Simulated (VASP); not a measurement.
A run of VASP 6.6.1 is set up as follows.

Contents of INCAR:

```
SYSTEM = TlZn4
  PREC = Accurate
  ENCUT = 600
  EDIFF = 1E-6
  ISMEAR = 0
  SIGMA = 0.1
  LREAL = .FALSE.
  LASPH = .TRUE.
  NELM = 100
  ALGO = Normal
  ISIF = 3
  LWAVE = .FALSE.
  LCHARG = .FALSE.
  GGA = PE
  IBRION = 2
  NSW = 100
  EDIFFG = -0.01
```

KPOINTS

```
regular mesh
0
G
  8 8 8
  0 0 0
```

The input POSCAR:

```
TlZn4
1.0
    4.8218689432      0.0000000000      0.0000000000
    0.0000000000      4.8218689432      0.0000000000
    0.0000000000      0.0000000000      4.8218689432
Zn Tl
4 1
Direct
    0.5000000000      0.5000000000      0.5000000000
    0.0000000000      0.5000000000      0.5000000000
    0.5000000000      0.0000000000      0.5000000000
    0.5000000000      0.5000000000      0.0000000000
    0.0000000000      0.0000000000      0.0000000000
```

Potentials or basis: VASP PAW PBE potentials, release 64 (Zn, Tl_d).

Launch:

```bash
$ cat potpaw_PBE.64/Zn/POTCAR potpaw_PBE.64/Tl_d/POTCAR > POTCAR
$ mpirun -np 1 vasp_std > vasp.out
```

Q: Predict the relaxed cell.

A: a = 4.818 Å, b = 4.818 Å, c = 4.818 Å, α = 90.00°, β = 90.00°, γ = 90.00°.

Q: Predict the space group after relaxing (to 0.05 Å).

A: Pm-3m (No. 221).

Q: Estimate the relaxed volume.

A: 22.37 Å³/atom.

Final structure:
```
CELL_PARAMETERS angstrom
4.81820 0.00000 0.00000
0.00000 4.81820 0.00000
0.00000 0.00000 4.81820
ATOMIC_POSITIONS crystal
Zn 0.50000 0.50000 0.50000
Zn 0.00000 0.50000 0.50000
Zn 0.50000 0.00000 0.50000
Zn 0.50000 0.50000 0.00000
Tl 0.00000 0.00000 0.00000
```
